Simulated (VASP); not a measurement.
HfN, 2 atoms in the cell. It takes space group Fm-3m (No. 225, cubic). The conventional cell has a = 4.512 Å, b = 4.512 Å, c = 4.512 Å, α = 90.00°, β = 90.00°, γ = 90.00°. Within 3.0 Å of Hf (site symmetry m-3m) lie 6 N at 2.26 Å. Within 3.0 Å of N (site symmetry m-3m) lie 6 Hf at 2.26 Å. 

```yaml
Program: VASP 6.6.1
Task: single point
Functional: PBE
Potentials_or_basis: VASP PAW PBE potentials, release 64 (Hf_pv, N)
Cutoff: 520 eV
k_mesh: 8 × 8 × 8
Occupations: gaussian, width 0.1 eV
Spin: no spin polarisation
Dipole_correction: no
Further_INCAR_settings: ALGO = Normal; EDIFF = 1e-07; NBANDS = 14
```

Potentials or basis: VASP PAW PBE potentials, release 64 (Hf_pv, N).

Command:

```console
$ cat potpaw_PBE.64/Hf_pv/POTCAR potpaw_PBE.64/N/POTCAR > POTCAR
$ mpirun -np 1 vasp_std > vasp.out
```

Hardware: 1 thread of Intel(R) Xeon(R) Platinum 8259CL CPU @ 2.50GHz (Skylake/Cascade Lake), with other jobs on the host.

Question: Estimate the wall time of this run.

Answer: Run time: 7.5 s on 1 thread of Intel(R) Xeon(R) Platinum 8259CL CPU @ 2.50GHz (Skylake/Cascade Lake) (shared host), peak memory 0.14 GiB. Counts: scf iterations 14, k points 29.
